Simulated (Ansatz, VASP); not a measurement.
## Two plane-wave programs on CdS

```
Cd S
1.0
     0.00000    2.89693    2.89693
     2.89693    0.00000    2.89693
     2.89693    2.89693    0.00000
Cd S
1 1
Direct
  0.00000 0.00000 0.00000
  0.75000 0.75000 0.75000
```

Alike in both runs: task single point; functional revPBE; dispersion D3(BJ); k mesh 8 × 8 × 8; occupations fermi-dirac, width 0.05 eV; no spin polarisation.

```csv
,VASP,Ansatz
version,VASP 6.6.1,Ansatz 0.2.0
potentials or method,"VASP PAW PBE potentials, release 64 (Cd, S)",Ansatz PAW
plane-wave cutoff (eV),520,420
valence electrons in the cell,18,26
```

|  | VASP | Ansatz | Ansatz less VASP |
| --- | --- | --- | --- |
| gap on the k mesh at the Fermi level (eV) | 1.33 | 1.32 | -0.005 |
| least direct gap on the mesh (eV) | 1.33 | 1.32 | -0.005 |
| pressure (GPa) | 1.7 | 1.3 | -0.38 |

VASP's potentials were made for PBE, not for revPBE. VASP's potentials hold 18 valence electrons a cell and Ansatz's 26, so a difference there can come from the potentials and not from the codes.
